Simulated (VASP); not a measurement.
Set up this calculation in VASP 6.6.1, as the native input.

```yaml
Task: single point
Functional: PBEsol
Potentials_or_basis: VASP PAW PBE potentials, release 64 (Au)
Cutoff: 520 eV
k_mesh: 20 × 20 × 20
Occupations: fermi-dirac, width 0.15 eV
Spin: no spin polarisation
Dipole_correction: no
Further_INCAR_settings: ALGO = Fast; EDIFF = 1e-07; NBANDS = 12
```

The structure of Au lies in POSCAR:

```
Au
1.0
    0.0000000000      2.0279522097      2.0279522097
    2.0279522097      0.0000000000      2.0279522097
    2.0279522097      2.0279522097      0.0000000000
Au
1
Direct
    0.0000000000      0.0000000000      0.0000000000
```

One way to write it, as run:

INCAR

```
SYSTEM = Au
PREC = Accurate
ENCUT = 520
EDIFF = 1E-7
ISMEAR = -1
SIGMA = 0.15
LREAL = .FALSE.
LASPH = .TRUE.
NELM = 60
ALGO = Fast
ISIF = 2
LWAVE = .FALSE.
LCHARG = .TRUE.
GGA = PS
LELF = .TRUE.
LVHAR = .TRUE.
NBANDS = 12
```

KPOINTS

```
Automatic mesh
0
G
  20 20 20
  0 0 0
```

Potentials or basis: VASP PAW PBE potentials, release 64 (Au).

The run is started by

```sh
$ cat potpaw_PBE.64/Au/POTCAR > POTCAR
$ mpirun -np 1 vasp_std > vasp.out
```

Results of the run:

- Pressure: 3.4 GPa
- Band gap on the k mesh: zero (an odd number of electrons rules out a gap without spin polarisation)

Caveat: the cell stands under pressure; the PAW data sets were made with another functional, which shifts forces and pressure a little; spin-orbit coupling is left out, which moves the levels of the heavy elements.

It took 60 s on 1 thread of Intel Xeon 8259CL, with other jobs on the host, peak memory 0.18 GiB.
